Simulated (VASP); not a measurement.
# Re (Ia-3) in VASP: a series of runs

The runs below take Re through single point, with PBE.

Everything below comes from runs of VASP 6.6.1. Logs are shortened: lines on timing, memory, paths and dates and some standing lists are left out, and cuts for length are marked.

### Step 1. The cell of the first run

Symmetry: Ia-3, No. 206, cubic system. Conventional cell: a = 6.398 Å, b = 6.398 Å, c = 6.398 Å, α = 90.00°, β = 90.00°, γ = 90.00°. Within 3.0 Å of Re (site symmetry 3) lie 4 Re at 2.28 to 2.30 Å.

### Step 2. Single point, PBE

Contents of INCAR:

```
  ALGO = Normal
  EDIFF = 1E-6
  ENCUT = 520
  GGA = PE
  ISIF = 2
  ISMEAR = 0
  LASPH = T
  LCHARG = T
  LELF = T
  LREAL = F
  LVHAR = T
  LWAVE = F
  NBANDS = 38
  NELM = 60
  PREC = Accurate
  SIGMA = 0.1
```

Contents of KPOINTS:

```
k-points
0
Gamma
  4 4 4
```

Contents of POSCAR:

```
Re
1.0
   -3.1988913854      3.1988913854      3.1988913854
    3.1988913854     -3.1988913854      3.1988913854
    3.1988913854      3.1988913854     -3.1988913854
Re
8
Direct
    0.2060000000      0.2060000000      0.2060000000
    0.5000000000      0.0000000000      0.2940000000
    0.2940000000      0.5000000000      0.0000000000
    0.0000000000      0.2940000000      0.5000000000
    0.7940000000      0.7940000000      0.7940000000
    0.5000000000      0.0000000000      0.7060000000
    0.7060000000      0.5000000000      0.0000000000
    0.0000000000      0.7060000000      0.5000000000
```

Potentials or basis: VASP PAW PBE potentials, release 64 (Re).

The run is started by

```console
$ cat potpaw_PBE.64/Re/POTCAR > POTCAR
$ mpirun -np 1 vasp_std > vasp.out
```

OUTCAR:

```text
EDIFF = 1E-6
   ENCUT = 520
   GGA = PE
   ISIF = 2
   ISMEAR = 0
   LASPH = T
   LREAL = F
   NELM = 60
   PREC = Accurate

 ion  position               nearest neighbor table
   1  0.206  0.206  0.206-   5 2.28   3 2.30   4 2.30   2 2.30   5 3.26
   2  0.500  0.000  0.294-   6 2.28   4 2.30   1 2.30   3 2.30   6 3.26
   3  0.294  0.500  0.000-   7 2.28   2 2.30   1 2.30   4 2.30   7 3.26
   4  0.000  0.294  0.500-   8 2.28   3 2.30   1 2.30   2 2.30   8 3.26
   5  0.794  0.794  0.794-   1 2.28   6 2.30   7 2.30   8 2.30   1 3.26
   6  0.500  0.000  0.706-   2 2.28   5 2.30   7 2.30   8 2.30   2 3.26
   7  0.706  0.500  0.000-   3 2.28   5 2.30   8 2.30   6 2.30   3 3.26
   8  0.000  0.706  0.500-   4 2.28   5 2.30   6 2.30   7 2.30   4 3.26

  LATTYP: Found a body centered cubic cell.
 ALAT       =     6.3977827708

  Lattice vectors:

 A1 = (  -3.1988913854,   3.1988913854,   3.1988913854)
 A2 = (   3.1988913854,  -3.1988913854,   3.1988913854)
 A3 = (   3.1988913854,   3.1988913854,  -3.1988913854)

Analysis of symmetry for initial positions (statically):
=====================================================================
 Subroutine PRICEL returns:
 Original cell was already a primitive cell.

 Routine SETGRP: Setting up the symmetry group for a
 body centered cubic supercell.

 Subroutine GETGRP returns: Found 24 space group operations
 (whereof  6 operations were pure point group operations)
 out of a pool of 48 trial point group operations.

The static configuration has the point symmetry S_6 .
 The point group associated with its full space group is T_h .

Analysis of symmetry for dynamics (positions and initial velocities):
=====================================================================
 Subroutine PRICEL returns:
 Original cell was already a primitive cell.

 Routine SETGRP: Setting up the symmetry group for a
 body centered cubic supercell.

 Subroutine GETGRP returns: Found 24 space group operations
 (whereof  6 operations were pure point group operations)
 out of a pool of 48 trial point group operations.

The dynamic configuration has the point symmetry S_6 .
 The point group associated with its full space group is T_h .

 Subroutine INISYM returns: Found 24 space group operations
 (whereof  6 operations are pure point group operations),
 and found     1 'primitive' translations

----------------------------------------------------------------------------------------

                                     Primitive cell

  volume of cell :     130.9358

  direct lattice vectors                    reciprocal lattice vectors
    -3.198891385  3.198891385  3.198891385     0.000000000  0.156304150  0.156304150
     3.198891385 -3.198891385  3.198891385     0.156304150  0.000000000  0.156304150
     3.198891385  3.198891385 -3.198891385     0.156304150  0.156304150  0.000000000

  length of vectors
     5.540642407  5.540642407  5.540642407     0.221047449  0.221047449  0.221047449

  position of ions in fractional coordinates (direct lattice)
     0.206000000  0.206000000  0.206000000
     0.500000000  0.000000000  0.294000000
     0.294000000  0.500000000  0.000000000
     0.000000000  0.294000000  0.500000000
     0.794000000  0.794000000  0.794000000
     0.500000000  0.000000000  0.706000000
     0.706000000  0.500000000  0.000000000
     0.000000000  0.706000000  0.500000000

  ion indices of the primitive-cell ions
   primitive index   ion index
                 1           1
                 2           2
                 3           3
                 4           4
                 5           5
                 6           6
                 7           7
                 8           8

----------------------------------------------------------------------------------------

 KPOINTS: k-points

Automatic generation of k-mesh.
 Grid dimensions read from file:
 generate k-points for:    4    4    4

 Generating k-lattice:

  Cartesian coordinates                     Fractional coordinates (reciprocal lattice)
     0.000000000  0.039076038  0.039076038     0.250000000  0.000000000  0.000000000
     0.039076038  0.000000000  0.039076038     0.000000000  0.250000000  0.000000000
     0.039076038  0.039076038  0.000000000     0.000000000  0.000000000  0.250000000

  Length of vectors
     0.055261862  0.055261862  0.055261862

  Shift w.r.t. Gamma in fractional coordinates (k-lattice)
     0.000000000  0.000000000  0.000000000

 Subroutine IBZKPT returns following result:
 ===========================================

 Found      8 irreducible k-points:

 Following reciprocal coordinates:
            Coordinates               Weight
  0.000000  0.000000  0.000000      1.000000
  0.250000  0.000000  0.000000     12.000000
  0.500000  0.000000  0.000000      6.000000
  0.250000  0.250000  0.000000     24.000000
  0.250000  0.250000  0.250000      2.000000
 -0.250000  0.250000  0.250000      6.000000
  0.500000  0.500000  0.250000     12.000000
  0.500000  0.500000  0.500000      1.000000
   k-points           NKPTS =      8   k-points in BZ     NKDIM =      8   number of bands    NBANDS=     38
   number of dos      NEDOS =    301   number of ions     NIONS =      8
   total plane-waves  NPLWV =  74088
   dimension x,y,z NGX =    42 NGY =   42 NGZ =   42
   dimension x,y,z NGXF=    84 NGYF=   84 NGZF=   84
   ions per type =               8
   NGX,Y,Z   is equivalent  to a cutoff of  12.60, 12.60, 12.60 a.u.
   NGXF,Y,Z  is equivalent  to a cutoff of  25.20, 25.20, 25.20 a.u.
 SYSTEM =  unknown system
   PREC   = accura    normal or accurate (medium, high low for compatibility)
   ISTART =      0    job   : 0-new  1-cont  2-samecut
   ICHARG =      2    charge: 1-file 2-atom 10-const
   ISPIN  =      1    spin polarized calculation?
   LNONCOLLINEAR =      F non collinear calculations
   LSORBIT =      F    spin-orbit coupling
   LASPH  =      T    aspherical Exc in radial PAW
   ENCUT  =  520.0 eV  38.22 Ry    6.18 a.u.  10.30 10.30 10.30*2*pi/ulx,y,z
   NELM   =     60;   NELMIN=  2; NELMDL= -5     # of ELM steps
   EDIFF  = 0.1E-05   stopping-criterion for ELM
   LREAL  =      F    real-space projection
   EDIFFG = 0.1E-04   stopping-criterion for IOM
   NSW    =      0    number of steps for IOM
   IBRION =     -1    ionic relax: 0-MD 1-quasi-New 2-CG
   NFREE  =      0    steps in history (QN), initial steepest desc. (CG)
   ISIF   =      2    stress and relaxation
   ISYM   =      2    0-nonsym 1-usesym 2-fastsym
   POTIM  = 0.5000    time-step for ionic-motion
   TEBEG  =    0.0;   TEEND  =   0.0 temperature during run
   PSTRESS=    0.0 pullay stress
   NELECT =      56.0000    total number of electrons
   NUPDOWN=      -1.0000    fix difference up-down
   EMIN   =  10.00;   EMAX   =-10.00  energy-range for DOS
   EFERMI =   0.00;   METHOD = LEGACY
   ISMEAR =     0;   SIGMA  =   0.10  broadening in eV -4-tet -1-fermi 0-gaus
   EFERMI_NEDOS =   21; number of points for ismear=-14 and -15
   IALGO  =     38    algorithm
   IMIX   =      4    mixing-type and parameters
     AMIX     =   0.40;   BMIX     =  1.00
     AMIX_MAG =   1.60;   BMIX_MAG =  1.00
  volume/ion in A,a.u.               =      16.37       110.45
  Fermi-wavevector in a.u.,A,eV,Ry     =   1.233440  2.330864 20.699552  1.521374
  Thomas-Fermi vector in A             =   2.368170
   LORBIT       =      0    0 simple, 1 ext, 2 COOP (PROOUT), +10 PAW based schemes
   GGA     = PE    functional components
   LHFCALC =     F    Hartree Fock is set to
   AEXX    =    0.0000 exact exchange contribution
   IVDW    =     0    specifies the selected vdW correction
   LEPSILON=     F    determine dielectric tensor
   LRPA    =     F    only Hartree local field effects (RPA)
 non-spin polarized calculation
 Gauss-broadening in eV      SIGMA  =   0.10
  energy-cutoff  :      520.00
  volume of cell :      130.94
 maximum number of plane-waves:      3564
 NGX is ok and might be reduce to    42
   NGX = 21   NGY = 21   NGZ = 21

 number of electron      56.0000002 magnetization

 Free energy of the ion-electron system (eV)
  ---------------------------------------------------
  ext. energy  EPLUGINS =         0.00000000
  ---------------------------------------------------
  free energy    TOTEN  =       -84.38577967 eV

  energy without entropy =      -84.36193740  energy(sigma->0) =      -84.37385853

 E-fermi :   6.9382     XC(G=0): -12.7997

 val. band max:        6.8360673830   @ k =   0.5000   0.5000   0.2500
 cond. band min:       7.0022080012   @ k =   0.2500   0.2500   0.0000
 fundamental gap:      0.1661406182
 Fermi energy:         6.9381585782

 k-point     1 :       0.0000    0.0000    0.0000
  band No.  band energies     occupation
      1      -2.0668      2.00000
      2       1.1193      2.00000
      3       1.1193      2.00000
      4       1.2428      2.00000
      5       1.2428      2.00000
      6       1.2428      2.00000
[... 30 lines left out ...]
     37      10.0240      0.00000
     38      10.0313      0.00000

 k-point     2 :       0.2500    0.0000    0.0000
  band No.  band energies     occupation
      1      -1.4013      2.00000
      2       0.9149      2.00000
      3       1.0028      2.00000
      4       1.1841      2.00000
      5       1.4124      2.00000
      6       1.4787      2.00000
[... 30 lines left out ...]
     37      10.0806      0.00000
     38      10.2611      0.00000

 k-point     3 :       0.5000    0.0000    0.0000
  band No.  band energies     occupation
      1       0.2421      2.00000
      2       0.2421      2.00000
      3       0.8244      2.00000
      4       0.8244      2.00000
      5       1.6053      2.00000
      6       1.6053      2.00000
[... 30 lines left out ...]
     37       9.9034      0.00000
     38       9.9172      0.00000

 k-point     4 :       0.2500    0.2500    0.0000
  band No.  band energies     occupation
      1      -0.2553      2.00000
      2       0.8817      2.00000
      3       0.9434      2.00000
      4       1.0901      2.00000
      5       1.2552      2.00000
      6       1.3716      2.00000
[... 30 lines left out ...]
     37      10.1960      0.00000
     38      10.3503      0.00000

 k-point     5 :       0.2500    0.2500    0.2500
  band No.  band energies     occupation
      1       0.7769      2.00000
      2       0.7769      2.00000
      3       0.7769      2.00000
      4       0.7769      2.00000
      5       1.2185      2.00000
      6       1.2185      2.00000
[... 30 lines left out ...]
     37      10.7285      0.00000
     38      10.7307      0.00000

 k-point     6 :      -0.2500    0.2500    0.2500
  band No.  band energies     occupation
      1      -0.7771      2.00000
      2       0.9255      2.00000
      3       1.0579      2.00000
      4       1.4688      2.00000
      5       1.4695      2.00000
      6       1.6136      2.00000
[... 30 lines left out ...]
     37      10.3902      0.00000
     38      10.4170      0.00000

 k-point     7 :       0.5000    0.5000    0.2500
  band No.  band energies     occupation
      1       0.6035      2.00000
      2       0.6597      2.00000
      3       1.2033      2.00000
      4       1.2256      2.00000
      5       1.4249      2.00000
      6       1.5796      2.00000
[... 30 lines left out ...]
     37      10.3291      0.00000
     38      10.3388      0.00000

 k-point     8 :       0.5000    0.5000    0.5000
  band No.  band energies     occupation
      1       1.1575      2.00000
      2       1.1575      2.00000
      3       1.1575      2.00000
      4       1.7069      2.00000
      5       1.7069      2.00000
      6       1.7069      2.00000
[... 30 lines left out ...]
     37      10.6915      0.00000
     38      10.6928      0.00000

------------------------ aborting loop because EDIFF is reached ----------------------------------------

  FORCE on cell =-STRESS in cart. coord.  units (eV):
  Direction    XX          YY          ZZ          XY          YZ          ZX
  --------------------------------------------------------------------------------------
  -------------------------------------------------------------------------------------
  Total       48.5720189     48.5720189     48.5720189     -0.0000000      0.0000000      0.0000000
  in kB      594.3445208    594.3445208    594.3445208     -0.0000000      0.0000000      0.0000000
  external PRESSURE =     594.3445208 kB  Pullay stress =       0.0000000 kB

 VOLUME and BASIS-vectors are now :
 -----------------------------------------------------------------------------
  energy-cutoff  :      520.00
  volume of cell :      130.94
      direct lattice vectors                 reciprocal lattice vectors
    -3.198891385  3.198891385  3.198891385     0.000000000  0.156304150  0.156304150
     3.198891385 -3.198891385  3.198891385     0.156304150  0.000000000  0.156304150
     3.198891385  3.198891385 -3.198891385     0.156304150  0.156304150  0.000000000

 POSITION                                       TOTAL-FORCE (eV/Angst)
 -----------------------------------------------------------------------------------
      0.65897      0.65897      0.65897         0.737041      0.737041      0.737041
     -0.65897      2.53992      0.65897        -0.737041     -0.737041      0.737041
      0.65897     -0.65897      2.53992         0.737041     -0.737041     -0.737041
      2.53992      0.65897     -0.65897        -0.737041      0.737041     -0.737041
      2.53992      2.53992      2.53992        -0.737041     -0.737041     -0.737041
      0.65897      3.85786     -0.65897         0.737041      0.737041     -0.737041
     -0.65897      0.65897      3.85786        -0.737041      0.737041      0.737041
      3.85786     -0.65897      0.65897         0.737041     -0.737041      0.737041
 -----------------------------------------------------------------------------------
    total drift:                                0.000000      0.000000     -0.000000

  FREE ENERGIE OF THE ION-ELECTRON SYSTEM (eV)
  ---------------------------------------------------
  free  energy   TOTEN  =       -84.3857796654 eV

  energy  without entropy=      -84.3619373979  energy(sigma->0) =      -84.37385853
```

It took 50 s on 1 thread of Intel Xeon Platinum 8375C at 2.90GHz (Ice Lake), shared host; peak memory 0.25 GiB.

What came out:

```yaml
Free_energy: -84.3858 eV
Pressure: 59.4 GPa
Largest_force: 1.277 eV/Å
Band_gap_on_the_k_mesh: zero (band 28 reaches 7.75 eV, above the bottom of band 29 at 5.67 eV)
```

Forces in eV/Å, atoms in the order of the input:
```
Re   0.737  0.737  0.737
Re  -0.737 -0.737  0.737
Re   0.737 -0.737 -0.737
Re  -0.737  0.737 -0.737
Re  -0.737 -0.737 -0.737
Re   0.737  0.737 -0.737
Re  -0.737  0.737  0.737
Re   0.737 -0.737  0.737
```

Caveat: spin-orbit coupling is left out, which moves the levels of the heavy elements; forces of over 1 eV/Å act on the atoms, so gaps and moduli don't describe the material at rest.

[end of part 1 of 2]
